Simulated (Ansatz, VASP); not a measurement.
## Ti2In: VASP beside Ansatz

Contents of INCAR:

```
SYSTEM = Ti2In
PREC = Accurate
ENCUT = 520
EDIFF = 1E-6
ISMEAR = 0
SIGMA = 0.1
LREAL = .False.
LASPH = .True.
NELM = 100
ALGO = Normal
ISIF = 2
LWAVE = .False.
LCHARG = .True.
GGA = PE
LELF = .True.
LVHAR = .True.
NBANDS = 46
```

KPOINTS

```
Automatic mesh
0
Gamma
  4 4 4
  0 0 0
```

POSCAR

```
Ti2In
1.0
    0.0000000000      3.8095263100      3.8095263100
    3.8095263100      0.0000000000      3.8095263100
    3.8095263100      3.8095263100      0.0000000000
Ti In
4 2
Direct
    0.1250000000      0.1250000000      0.6250000000
    0.1250000000      0.6250000000      0.1250000000
    0.1250000000      0.1250000000      0.1250000000
    0.6250000000      0.1250000000      0.1250000000
    0.7500000000      0.7500000000      0.7500000000
    0.5000000000      0.5000000000      0.5000000000
```

Input for Ansatz:

```yaml
crystal:
  lattice:
    - [0.0, 3.80952631, 3.80952631]
    - [3.80952631, 0.0, 3.80952631]
    - [3.80952631, 3.80952631, 0.0]
  atoms:
    - { symbol: Ti, position: [0.125, 0.125, 0.625] }
    - { symbol: Ti, position: [0.125, 0.625, 0.125] }
    - { symbol: Ti, position: [0.125, 0.125, 0.125] }
    - { symbol: Ti, position: [0.625, 0.125, 0.125] }
    - { symbol: In, position: [0.75, 0.75, 0.75] }
    - { symbol: In, position: [0.5, 0.5, 0.5] }
basis:
  ecutwfc: 420
kpoints:
  mp_grid: { grid: [4, 4, 4] }
hamiltonian:
  xc: pbe
scf:
  occupations: { method: gaussian, width: 0.1 }
  lower_state_search: "off"
output:
  forces: true
  stress: true
  eigenvalues: true
```

Change from the starting cell: species swapped into the TaCr2 type (Fd-3m, No. 227).

Alike in both runs: task single point; functional PBE; k mesh 4 × 4 × 4; occupations gaussian, width 0.1 eV; no spin polarisation.

|  | VASP | Ansatz |
| --- | --- | --- |
| version | VASP 6.6.1 | Ansatz 0.2.0 |
| potentials or method | VASP PAW PBE potentials, release 64 (Ti_sv, In_d), cutoff 520 eV | scalar-relativistic, plane waves, PAW |
| valence electrons in the cell | 74 | 74 |

Ansatz gave:

| Item | Value |
| --- | --- |
| gap on the k mesh at the Fermi level (eV) | none |
| pressure (GPa) | 2.8 |

Task: Which values does VASP return?

Result: gap on the k mesh at the Fermi level (eV): none; pressure (GPa): 2.7.

A gap of «none» marks a metal or a gap that the smearing closes.
